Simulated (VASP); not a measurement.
Set up this calculation in VASP 6.6.1, as the native input.

- Task: single point
- Functional: revPBE
- Potentials or basis: VASP PAW PBE potentials, release 64 (Ba_sv, Zr_sv, O)
- Cutoff: 520 eV
- k mesh: 6 × 6 × 6
- Occupations: fermi-dirac, width 0.05 eV
- Spin: no spin polarisation
- Dipole correction: no
- Further INCAR settings: ALGO = Normal; EDIFF = 1e-07; NBANDS = 28

The structure of BaZrO3 lies in POSCAR:

```
BaZrO3
1.0
    4.2516773236      0.0000000000      0.0000000000
    0.0000000000      4.2516773236      0.0000000000
    0.0000000000      0.0000000000      4.2516773236
Ba Zr O
1 1 3
Direct
    0.0000000000      0.0000000000      0.0000000000
    0.5000000000      0.5000000000      0.5000000000
    0.5000000000      0.5000000000      0.0000000000
    0.5000000000      0.0000000000      0.5000000000
    0.0000000000      0.5000000000      0.5000000000
```

These files were run (other wordings do the same):

INCAR

```
SYSTEM = BaZrO3
PREC = Accurate
ENCUT = 520
EDIFF = 1E-7
ISMEAR = -1
SIGMA = 0.05
LREAL = .False.
LASPH = .True.
NELM = 100
ALGO = Normal
ISIF = 2
LWAVE = .False.
LCHARG = .True.
GGA = RE
LELF = .True.
LVHAR = .True.
NBANDS = 28
```

KPOINTS

```
Automatic mesh
0
Gamma
  6 6 6
  0 0 0
```

Potentials or basis: VASP PAW PBE potentials, release 64 (Ba_sv, Zr_sv, O).

Run with:

```console
$ cat potpaw_PBE.64/Ba_sv/POTCAR potpaw_PBE.64/Zr_sv/POTCAR potpaw_PBE.64/O/POTCAR > POTCAR
$ mpirun -np 1 vasp_std > vasp.out
```

It gave:

```json
{
 "Pressure": "0.9 GPa",
 "Band gap on the k mesh": "3.13 eV, indirect (least direct gap 3.39 eV)"
}
```

Caveat: the PAW data sets were made with another functional, which shifts forces and pressure a little; spin-orbit coupling is left out, which moves the levels of the heavy elements.

Wall time 22 s on 1 thread of Intel(R) Xeon(R) Platinum 8559C (Emerald Rapids), on a shared host, peak memory 0.2 GiB.
